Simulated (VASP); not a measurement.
TiSi2, 6 atoms in the cell. The structure is monoclinic, space group C2/c (No. 15). The conventional cell has a = 4.784 Å, b = 8.559 Å, c = 4.687 Å, α = 90.00°, β = 119.67°, γ = 90.00°. Ti (site symmetry 2) has 10 Si at 2.55 to 2.76 Å and 4 Ti at 3.16 to 3.21 Å within 3.4 Å. Si (site symmetry 1) has 9 Si at 2.52 to 3.20 Å and 5 Ti at 2.55 to 2.76 Å within 3.3 Å.  This cell differs from its parent crystal: strain along c alone, the other axes held: -2.0 %, then relaxed in part.

* Program: VASP 6.6.1
* Task: single point
* Functional: PBE
* Potentials or basis: VASP PAW PBE potentials, release 64 (Ti_sv, Si)
* Cutoff: 520 eV
* k mesh: 10 × 10 × 10
* Occupations: gaussian, width 0.1 eV
* Spin: no spin polarisation
* Dipole correction: no
* Further INCAR settings: ALGO = Normal; EDIFF = 1e-07; NBANDS = 29

Potentials or basis: VASP PAW PBE potentials, release 64 (Ti_sv, Si).

Launch:

```sh
$ cat potpaw_PBE.64/Ti_sv/POTCAR potpaw_PBE.64/Si/POTCAR > POTCAR
$ mpirun -np 1 vasp_std > vasp.out
```

Hardware: 1 thread of AMD EPYC 9R45 96-Core Processor (Zen 5), with other jobs on the host.

Problem. How long does it take, and how much memory?

Solution. Run time: 9.9 min on 1 thread of AMD EPYC 9R45 96-Core Processor (Zen 5), on a shared host, peak memory 0.61 GiB. Counts: scf iterations 16, k points 282.
